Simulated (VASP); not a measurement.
Wanted: the native input for a VASP 6.6.1 run.

```
Task                   : single point
Functional             : LDA
Potentials or basis    : VASP PAW LDA potentials, release 64 (Si, O)
Cutoff                 : 520 eV
k mesh                 : 4 × 4 × 4
Occupations            : gaussian, width 0.1 eV
Spin                   : no spin polarisation
Dipole correction      : no
Further INCAR settings : LREAL = Auto; ALGO = Normal; EDIFF = 1e-07; NBANDS = 82
```

The structure of SiO2 lies in POSCAR:

```
SiO2
1.0
    7.0980307798      0.0000000000      0.0000000000
    0.0000000000      7.0980307798      0.0000000000
    0.0000000000      0.0000000000      7.0980307798
Si O
8 16
Direct
    0.2805528303      0.2805528303      0.2805528303
    0.2194471697      0.7194471697      0.7805528303
    0.7805528303      0.2194471697      0.7194471697
    0.7194471697      0.7805528303      0.2194471697
    1.0205270827      1.0205270827      1.0205270827
    0.4794729173     -0.0205270827      0.5205270827
    0.5205270827      0.4794729173     -0.0205270827
   -0.0205270827      0.5205270827      0.4794729173
    0.1504093566      0.1504093566      0.1504093566
    0.3495906434      0.8495906434      0.6504093566
    0.6504093566      0.3495906434      0.8495906434
    0.8495906434      0.6504093566      0.3495906434
    0.6393942215      0.6609534130      0.0447183027
    0.8606057785      0.3390465870      0.5447183027
    0.1393942215      0.8390465870      0.9552816973
    0.3606057785      0.1609534130      0.4552816973
    0.0447183027      0.6393942215      0.6609534130
    0.5447183027      0.8606057785      0.3390465870
    0.9552816973      0.1393942215      0.8390465870
    0.4552816973      0.3606057785      0.1609534130
    0.6609534130      0.0447183027      0.6393942215
    0.3390465870      0.5447183027      0.8606057785
    0.8390465870      0.9552816973      0.1393942215
    0.1609534130      0.4552816973      0.3606057785
```

The input as run:

INCAR

```
SYSTEM = SiO2
PREC = Accurate ; ENCUT = 520
EDIFF = 1E-7 ; ISMEAR = 0
SIGMA = 0.1 ; LREAL = Auto
LASPH = .TRUE. ; NELM = 100
ALGO = Normal ; ISIF = 2
LWAVE = .FALSE. ; LCHARG = .FALSE.
NBANDS = 82
```

KPOINTS

```
Automatic mesh
0
G
  4 4 4
  0 0 0
```

Potentials or basis: VASP PAW LDA potentials, release 64 (Si, O).

Launch:

```bash
$ cat potpaw_LDA.64/Si/POTCAR potpaw_LDA.64/O/POTCAR > POTCAR
$ mpirun -np 1 vasp_std > vasp.out
```

It gave:

| Item | Value |
| --- | --- |
| Pressure | 0.3 GPa |
| Largest force | 0.039 eV/Å |
| Band gap on the k mesh | 5.59 eV, indirect (the least direct gap lies 5.0 meV higher) |

It took 8.7 min on 1 thread of Intel(R) Xeon(R) Platinum 8259CL CPU @ 2.50GHz (Skylake/Cascade Lake) (shared host), peak memory 0.42 GiB.
